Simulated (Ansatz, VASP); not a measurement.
## One calculation of LaHg2, two programs

```
CELL_PARAMETERS angstrom
4.95800 0.00000 0.00000
-2.47900 4.29375 0.00000
0.00000 0.00000 3.64000
ATOMIC_POSITIONS crystal
La 0.00000 0.00000 0.00000
Hg 0.29333 0.64667 0.50000
Hg 0.70667 0.35333 0.50000
```

Change from the starting cell: shortest bond scaled by 0.88, LAPW.

Alike in both runs: task single point; functional LDA; k mesh 7 × 7 × 8; occupations fermi-dirac, width 0.05 eV; no spin polarisation.

|  | VASP | Ansatz |
| --- | --- | --- |
| version | VASP 6.6.1 | Ansatz 0.2.0 |
| potentials or method | VASP PAW LDA potentials, release 64 (La, Hg), cutoff 520 eV | all-electron LAPW, scalar-relativistic |

VASP gave:

* pressure (GPa): 0.7
* traceless stress, the component that is largest in VASP (GPa): 3.63
* rms of the force components (eV/Å): 1.429

Problem. Which values does Ansatz return?

Solution. Pressure (GPa): 0.1; traceless stress, the component that is largest in VASP (GPa): 3.26; rms of the force components (eV/Å): 1.339.

LDA's correlation is that of Perdew and Zunger in VASP and of Perdew and Wang (1992) in Ansatz. Atom by atom the forces differ by 0.090 eV/Å (rms over components). Ansatz ran all-electron here, and VASP with PAW potentials.

Neither program's run includes spin-orbit coupling.
